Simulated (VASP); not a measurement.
A run of VASP 6.6.1 is set up as follows.

The input INCAR:

```
PREC = Accurate ; ENCUT = 520
EDIFF = 1E-6 ; ISMEAR = -1
SIGMA = 0.05 ; LREAL = False
LASPH = True ; NELM = 60
ALGO = Normal ; ISIF = 2
LWAVE = False ; LCHARG = False
GGA = PS ; NBANDS = 27
```

The input KPOINTS:

```
Automatic mesh
0
Gamma
  7 7 7
```

The input POSCAR:

```
KTaO3
1.0
    3.9343974464      0.0000000000      0.0000000000
    0.0000000000      3.9343974464      0.0000000000
    0.0000000000      0.0000000000      3.9343974464
Ta K O
1 1 3
Direct
    0.0000000000      0.0000000000      0.0000000000
    0.5000000000      0.5000000000      0.5000000000
    0.0000000000      0.0000000000      0.5000000000
    0.0000000000      0.5000000000      0.0000000000
    0.5000000000      0.0000000000      0.0000000000
```

Potentials or basis: VASP PAW PBE potentials, release 64 (Ta_pv, K_sv, O).

Command:

```bash
$ cat potpaw_PBE.64/Ta_pv/POTCAR potpaw_PBE.64/K_sv/POTCAR potpaw_PBE.64/O/POTCAR > POTCAR
$ mpirun -np 1 vasp_std > vasp.out
```

(1) Estimate the band gap on the k mesh.

(2) What does it give for the pressure?

Results:

(1) 2.23 eV (least direct gap 2.77 eV).

(2) 9.5 GPa.

Caveat: the cell stands under pressure; the PAW data sets were made with another functional, which shifts forces and pressure a little; spin-orbit coupling is left out, which moves the levels of the heavy elements; an odd mesh through Γ misses points on the zone boundary, where band edges can lie.
